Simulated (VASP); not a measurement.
# Bi2Te3 (R-3m) in VASP: further runs

Runs on Bi2Te3. Level: PBE. Tasks: single point.

Program: VASP 6.6.1. These are calculated values, not measurements. Logs are shortened: lines on timing, memory, paths and dates and some standing lists are left out, and cuts for length are marked.

### Step 1. The cell of the first run

Symmetry: R-3m, No. 166, trigonal system. The conventional cell has a = 4.435 Å, b = 4.435 Å, c = 31.043 Å, α = 90.00°, β = 90.00°, γ = 120.00°. Bi (site symmetry 3m) has 6 Te at 3.07 to 3.26 Å within 4.0 Å. Te (site symmetry 3m) has 3 Bi at 3.07 Å and 3 Te at 3.88 Å within 4.0 Å. Within 4.6 Å of Te (site symmetry -3m) lie 6 Bi at 3.26 Å and 12 Te at 4.44 to 4.51 Å.

### Step 2. Single point, PBE (epitaxial xy strain +1.0%)

INCAR

```
PREC = Accurate ; ENCUT = 520
EDIFF = 1E-6 ; ISMEAR = -1
SIGMA = 0.02 ; LREAL = F
LASPH = T ; NELM = 100
ALGO = Normal ; ISIF = 2
LWAVE = F ; LCHARG = F
GGA = PE ; NBANDS = 32
```

KPOINTS

```
regular mesh
0
Gamma
  8 8 8
```

POSCAR

```
Bi2Te3
1.0
    2.2176828625      1.2803797977     10.3475407022
   -2.2176828625      1.2803797977     10.3475407022
    0.0000000000     -2.5607595953     10.3475407022
Bi Te
2 3
Direct
    0.3984400028      0.3984400028      0.3984400028
    0.6015599972      0.6015599972      0.6015599972
    0.2135984472      0.2135984472      0.2135984472
    0.7864015528      0.7864015528      0.7864015528
    0.0000000000      0.0000000000      0.0000000000
```

Potentials or basis: VASP PAW PBE potentials, release 64 (Bi_d, Te).

Started as:

```
cat potpaw_PBE.64/Bi_d/POTCAR potpaw_PBE.64/Te/POTCAR > POTCAR
mpirun -np 1 vasp_std > vasp.out
```

OUTCAR:

```text
PREC = Accurate
   ENCUT = 520
   EDIFF = 1E-6
   ISMEAR = -1
   LREAL = F
   LASPH = T
   NELM = 100
   ISIF = 2
   GGA = PE

 ion  position               nearest neighbor table
   1  0.398  0.398  0.398-   4 3.07   4 3.07   4 3.07   5 3.26   5 3.26   5 3.26
   2  0.602  0.602  0.602-   3 3.07   3 3.07   3 3.07   5 3.26   5 3.26   5 3.26
   3  0.214  0.214  0.214-   2 3.07   2 3.07   2 3.07
   4  0.786  0.786  0.786-   1 3.07   1 3.07   1 3.07
   5  0.000  0.000  0.000-   2 3.26   2 3.26   1 3.26   1 3.26   2 3.26   1 3.26

  LATTYP: Found a trigonal (rhomboedric) cell.
 ALAT       =    10.6596945683
 COS(alpha) =     0.9134355938

  Lattice vectors:

 A1 = (   2.2176828625,   1.2803797977,  10.3475407022)
 A2 = (  -2.2176828625,   1.2803797977,  10.3475407022)
 A3 = (   0.0000000000,  -2.5607595953,  10.3475407022)

Analysis of symmetry for initial positions (statically):
=====================================================================
 Subroutine PRICEL returns:
 Original cell was already a primitive cell.

 Routine SETGRP: Setting up the symmetry group for a
 trigonal (rhombohedral) supercell.

 Subroutine GETGRP returns: Found 12 space group operations
 (whereof 12 operations were pure point group operations)
 out of a pool of 12 trial point group operations.

The static configuration has the point symmetry D_3d.

Analysis of symmetry for dynamics (positions and initial velocities):
=====================================================================
 Subroutine PRICEL returns:
 Original cell was already a primitive cell.

 Routine SETGRP: Setting up the symmetry group for a
 trigonal (rhombohedral) supercell.

 Subroutine GETGRP returns: Found 12 space group operations
 (whereof 12 operations were pure point group operations)
 out of a pool of 12 trial point group operations.

The dynamic configuration has the point symmetry D_3d.

 Subroutine INISYM returns: Found 12 space group operations
 (whereof 12 operations are pure point group operations),
 and found     1 'primitive' translations

----------------------------------------------------------------------------------------

                                     Primitive cell

  volume of cell :     176.2896

  direct lattice vectors                    reciprocal lattice vectors
     2.217682862  1.280379798 10.347540702     0.225460551  0.130169710  0.032213774
    -2.217682862  1.280379798 10.347540702    -0.225460551  0.130169710  0.032213774
     0.000000000 -2.560759595 10.347540702     0.000000000 -0.260339420  0.032213774

  length of vectors
    10.659694568 10.659694568 10.659694568     0.262324876  0.262324876  0.262324876

  position of ions in fractional coordinates (direct lattice)
     0.398440003  0.398440003  0.398440003
     0.601559997  0.601559997  0.601559997
     0.213598447  0.213598447  0.213598447
     0.786401553  0.786401553  0.786401553
     0.000000000  0.000000000  0.000000000

  ion indices of the primitive-cell ions
   primitive index   ion index
                 1           1
                 2           2
                 3           3
                 4           4
                 5           5

----------------------------------------------------------------------------------------

 KPOINTS: regular mesh

Automatic generation of k-mesh.
 Grid dimensions read from file:
 generate k-points for:    8    8    8

 Generating k-lattice:

  Cartesian coordinates                     Fractional coordinates (reciprocal lattice)
     0.028182569  0.016271214  0.004026722     0.125000000  0.000000000  0.000000000
    -0.028182569  0.016271214  0.004026722     0.000000000  0.125000000  0.000000000
     0.000000000 -0.032542427  0.004026722     0.000000000  0.000000000  0.125000000

  Length of vectors
     0.032790610  0.032790610  0.032790610

  Shift w.r.t. Gamma in fractional coordinates (k-lattice)
     0.000000000  0.000000000  0.000000000

 Subroutine IBZKPT returns following result:
 ===========================================

 Found     65 irreducible k-points:

 Following reciprocal coordinates:
            Coordinates               Weight
  0.000000  0.000000  0.000000      1.000000
  0.125000 -0.000000  0.000000      6.000000
  0.250000 -0.000000  0.000000      6.000000
  0.375000 -0.000000  0.000000      6.000000
  0.500000 -0.000000  0.000000      3.000000
  0.125000  0.125000  0.000000      6.000000
[... 16 lines left out ...]
  0.250000  0.125000  0.125000      6.000000
  0.375000  0.125000  0.125000      6.000000
 [... further k-points ...]
   k-points           NKPTS =     65   k-points in BZ     NKDIM =     65   number of bands    NBANDS=     32
   number of dos      NEDOS =    301   number of ions     NIONS =      5
   total plane-waves  NPLWV = 512000
   dimension x,y,z NGX =    80 NGY =   80 NGZ =   80
   dimension x,y,z NGXF=   160 NGYF=  160 NGZF=  160
   ions per type =               2   3
   NGX,Y,Z   is equivalent  to a cutoff of  12.48, 12.48, 12.48 a.u.
   NGXF,Y,Z  is equivalent  to a cutoff of  24.95, 24.95, 24.95 a.u.
 SYSTEM =  unknown system
   PREC   = accura    normal or accurate (medium, high low for compatibility)
   ISTART =      0    job   : 0-new  1-cont  2-samecut
   ICHARG =      2    charge: 1-file 2-atom 10-const
   ISPIN  =      1    spin polarized calculation?
   LNONCOLLINEAR =      F non collinear calculations
   LSORBIT =      F    spin-orbit coupling
   LASPH  =      T    aspherical Exc in radial PAW
   ENCUT  =  520.0 eV  38.22 Ry    6.18 a.u.  19.82 19.82 19.82*2*pi/ulx,y,z
   NELM   =    100;   NELMIN=  2; NELMDL= -5     # of ELM steps
   EDIFF  = 0.1E-05   stopping-criterion for ELM
   LREAL  =      F    real-space projection
   EDIFFG = 0.1E-04   stopping-criterion for IOM
   NSW    =      0    number of steps for IOM
   IBRION =     -1    ionic relax: 0-MD 1-quasi-New 2-CG
   NFREE  =      0    steps in history (QN), initial steepest desc. (CG)
   ISIF   =      2    stress and relaxation
   ISYM   =      2    0-nonsym 1-usesym 2-fastsym
   POTIM  = 0.5000    time-step for ionic-motion
   TEBEG  =    0.0;   TEEND  =   0.0 temperature during run
   PSTRESS=    0.0 pullay stress
   NELECT =      48.0000    total number of electrons
   NUPDOWN=      -1.0000    fix difference up-down
   EMIN   =  10.00;   EMAX   =-10.00  energy-range for DOS
   EFERMI =   0.00;   METHOD = LEGACY
   ISMEAR =    -1;   SIGMA  =   0.02  broadening in eV -4-tet -1-fermi 0-gaus
   EFERMI_NEDOS =   21; number of points for ismear=-14 and -15
   IALGO  =     38    algorithm
   IMIX   =      4    mixing-type and parameters
     AMIX     =   0.40;   BMIX     =  1.00
     AMIX_MAG =   1.60;   BMIX_MAG =  1.00
  volume/ion in A,a.u.               =      35.26       237.93
  Fermi-wavevector in a.u.,A,eV,Ry     =   1.061076  2.005142 15.318549  1.125882
  Thomas-Fermi vector in A             =   2.196479
   LORBIT       =      0    0 simple, 1 ext, 2 COOP (PROOUT), +10 PAW based schemes
   GGA     = PE    functional components
[... 5 lines left out ...]
 non-spin polarized calculation
  energy-cutoff  :      520.00
  volume of cell :      176.29
 maximum number of plane-waves:      4770
   NGX = 39   NGY = 39   NGZ = 39

 number of electron      48.0000001 magnetization

 Free energy of the ion-electron system (eV)
  ---------------------------------------------------
  ext. energy  EPLUGINS =         0.00000000
  ---------------------------------------------------
  free energy    TOTEN  =       -18.38378779 eV

  energy without entropy =      -18.38378754  energy(sigma->0) =      -18.38378767

 E-fermi :   5.7558     XC(G=0):  -9.1186

 val. band max:        5.5786697536   @ k =   0.0000   0.0000   0.0000
 cond. band min:       5.9320575759   @ k =   0.0000   0.0000   0.0000
 fundamental gap:      0.3533878223
 Fermi energy:         5.7558113617

 k-point     1 :       0.0000    0.0000    0.0000
  band No.  band energies     occupation
      1     -17.4674      2.00000
      2     -17.4674      2.00000
      3     -17.4660      2.00000
      4     -17.4660      2.00000
      5     -17.4614      2.00000
      6     -17.4602      2.00000
[... 24 lines left out ...]
     31      10.6980      0.00000
     32      11.3907      0.00000

 k-point     2 :       0.1250   -0.0000    0.0000
  band No.  band energies     occupation
      1     -17.4686      2.00000
      2     -17.4670      2.00000
      3     -17.4661      2.00000
      4     -17.4647      2.00000
      5     -17.4605      2.00000
      6     -17.4594      2.00000
[... 24 lines left out ...]
     31      10.3380      0.00000
     32      10.8101      0.00000

 k-point     3 :       0.2500   -0.0000    0.0000
  band No.  band energies     occupation
      1     -17.4720      2.00000
      2     -17.4700      2.00000
      3     -17.4640      2.00000
      4     -17.4624      2.00000
      5     -17.4604      2.00000
      6     -17.4582      2.00000
[... 24 lines left out ...]
     31       9.6349      0.00000
     32      11.1578      0.00000

 k-point     4 :       0.3750   -0.0000    0.0000
  band No.  band energies     occupation
      1     -17.4757      2.00000
      2     -17.4732      2.00000
      3     -17.4635      2.00000
      4     -17.4617      2.00000
      5     -17.4611      2.00000
      6     -17.4594      2.00000
[... 24 lines left out ...]
     31       9.7698      0.00000
     32      10.9480      0.00000

 k-point     5 :       0.5000   -0.0000    0.0000
  band No.  band energies     occupation
      1     -17.4773      2.00000
      2     -17.4746      2.00000
      3     -17.4636      2.00000
      4     -17.4623      2.00000
      5     -17.4609      2.00000
      6     -17.4599      2.00000
[... 584 lines left out ...]
     31      10.6710      0.00000
     32      11.4435      0.00000

 k-point    22 :       0.1250    0.1250    0.1250
  band No.  band energies     occupation
      1     -17.4674      2.00000
      2     -17.4674      2.00000
      3     -17.4660      2.00000
      4     -17.4660      2.00000
      5     -17.4614      2.00000
      6     -17.4602      2.00000
[... 24 lines left out ...]
     31      10.7097      0.00000
     32      11.3267      0.00000

 k-point    23 :       0.2500    0.1250    0.1250
  band No.  band energies     occupation
      1     -17.4686      2.00000
      2     -17.4670      2.00000
      3     -17.4661      2.00000
      4     -17.4647      2.00000
      5     -17.4605      2.00000
      6     -17.4594      2.00000
[... 24 lines left out ...]
     31      10.3170      0.00000
     32      10.9356      0.00000

 k-point    24 :       0.3750    0.1250    0.1250
  band No.  band energies     occupation
      1     -17.4720      2.00000
      2     -17.4700      2.00000
      3     -17.4640      2.00000
      4     -17.4624      2.00000
      5     -17.4604      2.00000
      6     -17.4582      2.00000
[... 24 lines left out ...]
     31       9.6755      0.00000
     32      11.1885      0.00000

 [... further k-points ...]

------------------------ aborting loop because EDIFF is reached ----------------------------------------

  FORCE on cell =-STRESS in cart. coord.  units (eV):
  Direction    XX          YY          ZZ          XY          YZ          ZX
  --------------------------------------------------------------------------------------
  -------------------------------------------------------------------------------------
  Total        1.0834576      1.0834576      1.4963433      0.0000000      0.0000000      0.0000000
  in kB        9.8468165      9.8468165     13.5992574      0.0000000      0.0000000      0.0000000
  external PRESSURE =      11.0976302 kB  Pullay stress =       0.0000000 kB

 VOLUME and BASIS-vectors are now :
 -----------------------------------------------------------------------------
  energy-cutoff  :      520.00
  volume of cell :      176.29
      direct lattice vectors                 reciprocal lattice vectors
     2.217682862  1.280379798 10.347540702     0.225460551  0.130169710  0.032213774
    -2.217682862  1.280379798 10.347540702    -0.225460551  0.130169710  0.032213774
     0.000000000 -2.560759595 10.347540702     0.000000000 -0.260339420  0.032213774

 POSITION                                       TOTAL-FORCE (eV/Angst)
 -----------------------------------------------------------------------------------
      0.00000      0.00000     12.36862         0.000000     -0.000000     -0.060265
      0.00000      0.00000     18.67400         0.000000      0.000000      0.060265
      0.00000      0.00000      6.63066         0.000000     -0.000000     -0.168078
      0.00000      0.00000     24.41197         0.000000      0.000000      0.168078
      0.00000      0.00000      0.00000         0.000000     -0.000000     -0.000000
 -----------------------------------------------------------------------------------
    total drift:                               -0.000000     -0.000000     -0.000000

  FREE ENERGIE OF THE ION-ELECTRON SYSTEM (eV)
  ---------------------------------------------------
  free  energy   TOTEN  =       -18.3837877911 eV

  energy  without entropy=      -18.3837875405  energy(sigma->0) =      -18.38378767
```

Run time: 20 min. Hardware: 1 thread of Intel Xeon Platinum 8488C (Sapphire Rapids), shared host; peak memory 1.1 GiB.

What came out:

* Free energy: -18.3838 eV
* Pressure: 1.1 GPa
* Largest force: 0.168 eV/Å
* Band gap on the k mesh: 0.35 eV

Forces in eV/Å, atoms in the order of the input:
```
Bi   0.000  0.000 -0.060
Bi   0.000  0.000  0.060
Te   0.000  0.000 -0.168
Te   0.000  0.000  0.168
Te   0.000  0.000  0.000
```

Caveat: the cell differs from its parent crystal (epitaxial xy strain +1.0%); spin-orbit coupling is left out, which moves the levels of the heavy elements. A k mesh can miss the band edges.

### Step 3. Single point, PBE (epitaxial xy strain +2.0%)

INCAR

```
SYSTEM = Bi2Te3
PREC = Accurate ; ENCUT = 520
EDIFF = 1E-7 ; ISMEAR = -1
SIGMA = 0.02 ; LREAL = .False.
LASPH = .True. ; NELM = 100
ALGO = Normal ; ISIF = 2
LWAVE = .False. ; LCHARG = .False.
GGA = PE ; NBANDS = 32
```

KPOINTS

```
regular mesh
0
Gamma
  8 8 8
  0 0 0
```

POSCAR

```
Bi2Te3
1.0
    2.2396401186      1.2930568254     10.2213947812
   -2.2396401186      1.2930568254     10.2213947812
    0.0000000000     -2.5861136507     10.2213947812
Bi Te
2 3
Direct
    0.3986432507      0.3986432507      0.3986432507
    0.6013567493      0.6013567493      0.6013567493
    0.2133953579      0.2133953579      0.2133953579
    0.7866046421      0.7866046421      0.7866046421
    0.0000000000      0.0000000000      0.0000000000
```

Potentials or basis: VASP PAW PBE potentials, release 64 (Bi_d, Te).

Started as:

```
cat potpaw_PBE.64/Bi_d/POTCAR potpaw_PBE.64/Te/POTCAR > POTCAR
mpirun -np 1 vasp_std > vasp.out
```

It took 21 min on 1 thread of Intel Xeon Platinum 8488C (Sapphire Rapids), shared host; peak memory 1.1 GiB.

It converged, with:

```yaml
Free_energy: -18.3822 eV
Pressure: 0.7 GPa
Largest_force: 0.163 eV/Å
Band_gap_on_the_k_mesh: 0.26 eV
```

Forces in eV/Å, atoms in the order of the input:
```
Bi   0.000  0.000 -0.056
Bi   0.000  0.000  0.056
Te   0.000  0.000 -0.163
Te   0.000  0.000  0.163
Te   0.000  0.000  0.000
```

Stress tensor (GPa, compression positive):
```
0.39 0.00 0.00
0.00 0.39 0.00
0.00 0.00 1.30
```

Levels at points of the mesh, in eV from the valence-band top:
| k point | band 21 | band 22 | band 23 | band 24 | band 25 | band 26 | band 27 | band 28 |
| --- | --- | --- | --- | --- | --- | --- | --- | --- |
| (0.00, 0.00, 0.00) | -1.56 | -0.81 | -0.81 | 0.00 | 0.26 | 0.84 | 0.84 | 1.88 |
| (0.50, 0.00, 0.00) | -2.65 | -1.84 | -0.79 | -0.45 | 0.76 | 1.45 | 2.93 | 2.97 |
| (0.50, 0.50, 0.00) | -1.67 | -1.61 | -1.22 | -0.72 | 1.42 | 1.50 | 2.20 | 2.79 |
| (0.50, 0.50, 0.50) | -1.39 | -1.00 | -1.00 | -0.26 | 0.64 | 1.19 | 1.19 | 1.70 |

Caveat: the cell differs from its parent crystal (epitaxial xy strain +2.0%); spin-orbit coupling is left out, which moves the levels of the heavy elements.
